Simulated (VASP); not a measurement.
Set up this calculation in VASP 6.6.1, as the native input.

```yaml
Task: single point
Functional: PBE
Potentials_or_basis: VASP PAW PBE potentials, release 64 (Pb_d, O)
Cutoff: 520 eV
k_mesh: 9 × 9 × 9
Occupations: gaussian, width 0.013 eV
Spin: no spin polarisation
Dipole_correction: no
Further_INCAR_settings: ALGO = Normal; EDIFF = 1e-06; NBANDS = 20
```

The structure of PbO2 lies in POSCAR:

```
PbO2
1.0
    0.0000000000      2.7019920000      2.7019920000
    2.7019920000      0.0000000000      2.7019920000
    2.7019920000      2.7019920000      0.0000000000
Pb O
1 2
Direct
    0.0000000000      0.0000000000      0.0000000000
    0.7500000000      0.7500000000      0.7500000000
    0.2500000000      0.2500000000      0.2500000000
```

These files were run (other wordings do the same):

INCAR

```
PREC = Accurate
ENCUT = 520
EDIFF = 1E-6
ISMEAR = 0
SIGMA = 0.013000000000000001
LREAL = False
LASPH = True
NELM = 80
ALGO = Normal
ISIF = 2
LWAVE = False
LCHARG = True
GGA = PE
LELF = True
LVHAR = True
NBANDS = 20
```

KPOINTS

```
Automatic mesh
0
Gamma
  9 9 9
```

Potentials or basis: VASP PAW PBE potentials, release 64 (Pb_d, O).

Launch:

```bash
$ cat potpaw_PBE.64/Pb_d/POTCAR potpaw_PBE.64/O/POTCAR > POTCAR
$ mpirun -np 1 vasp_std > vasp.out
```

It gave:

| Quantity | Value |
| --- | --- |
| Pressure | 0.6 GPa |
| Band gap on the k mesh | zero (band 13 reaches 5.58 eV, above the bottom of band 14 at 4.43 eV) |

Caveat: spin-orbit coupling is left out, which moves the levels of the heavy elements.

It took 22 s on 1 thread of Intel(R) Xeon(R) Platinum 8259CL CPU @ 2.50GHz (Skylake/Cascade Lake) (shared host), peak memory 0.17 GiB.
